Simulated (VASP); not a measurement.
# Ru (P6_3/mmc) in VASP: a series of runs, part 2 of 2

VASP 6.6.1. Earlier steps stand in the parts before.

## (6) Single point, PBEsol (volume 14.387 Å^3 an atom, c/a of the conventional cell 1.5558)

Contents of INCAR:

```
SYSTEM = Ru
  PREC = Accurate
  ENCUT = 520
  EDIFF = 1E-6
  ISMEAR = 0
  SIGMA = 0.15
  LREAL = .FALSE.
  LASPH = .TRUE.
  NELM = 100
  ALGO = Fast
  ISIF = 2
  LWAVE = .FALSE.
  LCHARG = .FALSE.
  GGA = PS
  NBANDS = 21
```

Contents of KPOINTS:

```
Automatic mesh
0
G
  21 21 12
  0 0 0
```

Contents of POSCAR:

```
Ru
1.0
    2.7744183409      0.0000000000      0.0000000000
   -1.3872091704      2.4027167640      0.0000000000
    0.0000000000      0.0000000000      4.3164400548
Ru
2
Direct
    0.3333333333      0.6666666667      0.2500000000
    0.6666666667      0.3333333333      0.7500000000
```

Potentials or basis: VASP PAW PBE potentials, release 64 (Ru_pv).

Launch:

```
> cat potpaw_PBE.64/Ru_pv/POTCAR > POTCAR
> mpirun -np 1 vasp_std > vasp.out
```

OUTCAR:

```text
SYSTEM = Ru
   PREC = Accurate
   ENCUT = 520
   EDIFF = 1E-6
   ISMEAR = 0
   LREAL = .FALSE.
   LASPH = .TRUE.
   NELM = 100
   ISIF = 2
   GGA = PS

 ion  position               nearest neighbor table
   1  0.333  0.667  0.250-   2 2.69   2 2.69   2 2.69   2 2.69   2 2.69   2 2.69
   2  0.667  0.333  0.750-   1 2.69   1 2.69   1 2.69   1 2.69   1 2.69   1 2.69

  LATTYP: Found a hexagonal cell.
 ALAT       =     2.7744183409
 C/A-ratio  =     1.5558000000

  Lattice vectors:

 A1 = (   2.7744183409,   0.0000000000,   0.0000000000)
 A2 = (  -1.3872091704,   2.4027167640,   0.0000000000)
 A3 = (   0.0000000000,   0.0000000000,   4.3164400548)

Analysis of symmetry for initial positions (statically):
=====================================================================
 Subroutine PRICEL returns:
 Original cell was already a primitive cell.

 Routine SETGRP: Setting up the symmetry group for a
 hexagonal supercell.

 Subroutine GETGRP returns: Found 24 space group operations
 (whereof 12 operations were pure point group operations)
 out of a pool of 24 trial point group operations.

The static configuration has the point symmetry D_3d.
 The point group associated with its full space group is D_6h.

Analysis of symmetry for dynamics (positions and initial velocities):
=====================================================================
 Subroutine PRICEL returns:
 Original cell was already a primitive cell.

 Routine SETGRP: Setting up the symmetry group for a
 hexagonal supercell.

 Subroutine GETGRP returns: Found 24 space group operations
 (whereof 12 operations were pure point group operations)
 out of a pool of 24 trial point group operations.

The dynamic configuration has the point symmetry D_3d.
 The point group associated with its full space group is D_6h.

 Subroutine INISYM returns: Found 24 space group operations
 (whereof 12 operations are pure point group operations),
 and found     1 'primitive' translations

----------------------------------------------------------------------------------------

[... 112 lines left out ...]
     AMIX_MAG =   1.60;   BMIX_MAG =  1.00
  volume/ion in A,a.u.               =      14.39        97.09
  Fermi-wavevector in a.u.,A,eV,Ry     =   1.622286  3.065676 35.807976  2.631812
  Thomas-Fermi vector in A             =   2.715924
   LORBIT       =      0    0 simple, 1 ext, 2 COOP (PROOUT), +10 PAW based schemes
   GGA     = PS    functional components
   LHFCALC =     F    Hartree Fock is set to
   AEXX    =    0.0000 exact exchange contribution
   IVDW    =     0    specifies the selected vdW correction
   LEPSILON=     F    determine dielectric tensor
   LRPA    =     F    only Hartree local field effects (RPA)
 non-spin polarized calculation
 RMM-DIIS sequential band-by-band and
 Gauss-broadening in eV      SIGMA  =   0.15
  energy-cutoff  :      520.00
  volume of cell :       28.77
 maximum number of plane-waves:       788
 NGX is ok and might be reduce to    24
   NGX = 11   NGY = 11   NGZ = 17

 number of electron      28.0000009 magnetization

 Free energy of the ion-electron system (eV)
  ---------------------------------------------------
  ext. energy  EPLUGINS =         0.00000000
  ---------------------------------------------------
  free energy    TOTEN  =       -20.18985543 eV

  energy without entropy =      -20.16883358  energy(sigma->0) =      -20.17934451

 E-fermi :  11.6782     XC(G=0): -13.9236

 val. band max:       11.6761555726   @ k =   0.2857   0.0952   0.0000
 cond. band min:      11.6836808538   @ k =   0.3810   0.0952   0.3333
 fundamental gap:      0.0075252812
 Fermi energy:        11.6781502658

 k-point     1 :       0.0000    0.0000    0.0000
  band No.  band energies     occupation
      1     -31.7483      2.00000
      2     -30.9706      2.00000
      3     -30.9706      2.00000
      4     -30.8146      2.00000
      5     -30.8146      2.00000
      6     -30.7643      2.00000
[... 565 lines left out ...]
     20      22.0204      0.00000
     21      22.0370      0.00000

 [... further k-points ...]

------------------------ aborting loop because EDIFF is reached ----------------------------------------

  FORCE on cell =-STRESS in cart. coord.  units (eV):
  Direction    XX          YY          ZZ          XY          YZ          ZX
  --------------------------------------------------------------------------------------
  -------------------------------------------------------------------------------------
  Total       -4.2027252     -4.2027252     -3.5081293     -0.0000000     -0.0000000     -0.0000000
  in kB     -234.0137273   -234.0137273   -195.3376372     -0.0000000     -0.0000000     -0.0000000
  external PRESSURE =    -221.1216973 kB  Pullay stress =       0.0000000 kB

 VOLUME and BASIS-vectors are now :
 -----------------------------------------------------------------------------
  energy-cutoff  :      520.00
  volume of cell :       28.77
      direct lattice vectors                 reciprocal lattice vectors
     2.774418341  0.000000000  0.000000000     0.360435910  0.208097770  0.000000000
    -1.387209170  2.402716764  0.000000000     0.000000000  0.416195540  0.000000000
     0.000000000  0.000000000  4.316440055     0.000000000  0.000000000  0.231672394

 POSITION                                       TOTAL-FORCE (eV/Angst)
 -----------------------------------------------------------------------------------
     -0.00000      1.60181      1.07911        -0.000000      0.000000      0.000000
      1.38721      0.80091      3.23733         0.000000     -0.000000      0.000000
 -----------------------------------------------------------------------------------
    total drift:                                0.000000     -0.000000      0.000000

  FREE ENERGIE OF THE ION-ELECTRON SYSTEM (eV)
  ---------------------------------------------------
  free  energy   TOTEN  =       -20.1898554311 eV

  energy  without entropy=      -20.1688335846  energy(sigma->0) =      -20.17934451
```

OSZICAR:

```text
N       E                     dE             d eps       ncg     rms          rms(c)
DAV:   1     0.284458134417E+03    0.28446E+03   -0.17570E+04 14136   0.147E+03
DAV:   2    -0.160652505950E+02   -0.30052E+03   -0.29152E+03 14535   0.441E+02
DAV:   3    -0.218318120729E+02   -0.57666E+01   -0.57306E+01 16567   0.682E+01
DAV:   4    -0.218754717435E+02   -0.43660E-01   -0.43616E-01 18025   0.564E+00
DAV:   5    -0.218760372172E+02   -0.56547E-03   -0.56201E-03 16273   0.555E-01    0.170E+01
RMM:   6    -0.202772448630E+02    0.15988E+01   -0.36410E+00 14393   0.156E+01    0.360E+00
RMM:   7    -0.201989270011E+02    0.78318E-01   -0.36514E-01 15491   0.431E+00    0.766E-01
RMM:   8    -0.201913218992E+02    0.76051E-02   -0.21566E-02 16006   0.141E+00    0.408E-01
RMM:   9    -0.201898192205E+02    0.15027E-02   -0.27355E-03 16213   0.469E-01    0.523E-02
RMM:  10    -0.201898523403E+02   -0.33120E-04   -0.41232E-04 16749   0.187E-01    0.152E-02
RMM:  11    -0.201898561148E+02   -0.37745E-05   -0.59695E-05 17708   0.477E-02    0.741E-03
RMM:  12    -0.201898554311E+02    0.68372E-06   -0.90278E-06 15151   0.177E-02
   1 F= -.20189855E+02 E0= -.20179345E+02  d E =-.210218E-01
```

stdout:

```text
POSCAR found type information on POSCAR Ru
 POSCAR found :  1 types and       2 ions
 scaLAPACK will be used
 -----------------------------------------------------------------------------
|                                                                             |
|                                                                             |
|     You enforced a specific xc type in the INCAR file but a different       |
|     I HOPE YOU KNOW WHAT YOU ARE DOING!                                     |
|                                                                             |
 -----------------------------------------------------------------------------

 LDA part: xc-table for (Slater+PW92), standard interpolation
 POSCAR, INCAR and KPOINTS ok, starting setup
 FFT: planning ... GRIDC
 FFT: planning ... GRID_SOFT
 FFT: planning ... GRID
 WAVECAR not read
 entering main loop
WARNING in EDDRMM: call to ZHEGV failed, returncode =   6  3     19
```

Run time: 70 s. Hardware: 1 thread of Intel Xeon Platinum 8559C (Emerald Rapids), shared host; peak memory 0.26 GiB.

Results:

| Item | Value |
| --- | --- |
| Free energy | -20.1899 eV |
| Pressure | -22.1 GPa |
| Band gap on the k mesh | zero (band 14 reaches 13.03 eV, above the bottom of band 15 at 10.10 eV) |

Stress tensor (GPa, compression positive):
```
-23.40   0.00   0.00
  0.00 -23.40   0.00
  0.00   0.00 -19.53
```

Levels at points of the mesh, in eV from the Fermi level:
```csv
k point,band 11,band 12,band 13,band 14,band 15,band 16,band 17,band 18
"(0.00, 0.00, 0.00)",-2.09,-1.75,-1.75,-1.41,-1.41,1.08,1.08,1.36
"(0.00, 0.00, 0.50)",-2.61,-2.61,-2.48,-2.48,0.50,0.50,0.50,0.50
```

Caveat: the PAW data sets were made with another functional, which shifts forces and pressure a little.

## (7) Summary

| cell | further INCAR settings | gap on the mesh (eV) | pressure (GPa) |
| --- | --- | --- | --- |
| a = 2.805, b = 2.805, c = 4.160 Å, angles 90.0, 90.0, 120.0°, 2 atoms | ALGO = Fast; EDIFF = 1e-06; NBANDS = 21 | none | -16.6 |
| a = 2.717, b = 2.717, c = 4.435 Å, angles 90.0, 90.0, 120.0°, 2 atoms | ALGO = Fast; EDIFF = 1e-06; NBANDS = 21 | none | -18.6 |
| a = 2.688, b = 2.688, c = 4.531 Å, angles 90.0, 90.0, 120.0°, 2 atoms | ALGO = Fast; EDIFF = 1e-07; NBANDS = 21 | none | -17.9 |
| a = 2.775, b = 2.775, c = 4.249 Å, angles 90.0, 90.0, 120.0°, 2 atoms | ALGO = Fast; EDIFF = 1e-06; NBANDS = 21 | none | -17.9 |
| a = 2.774, b = 2.774, c = 4.316 Å, angles 90.0, 90.0, 120.0°, 2 atoms | ALGO = Fast; EDIFF = 1e-06; NBANDS = 21 | none | -22.1 |

Alike in all rows: task single point; level PBEsol; potentials or basis VASP PAW PBE potentials, release 64 (Ru_pv); no spin polarisation; k mesh 21 × 21 × 12; cutoff (eV) 520; smearing gaussian 0.15 eV.

Caveats: the PAW data sets were made with another functional, which shifts forces and pressure a little.

Absolute energies hang on the potentials; compare differences alone.
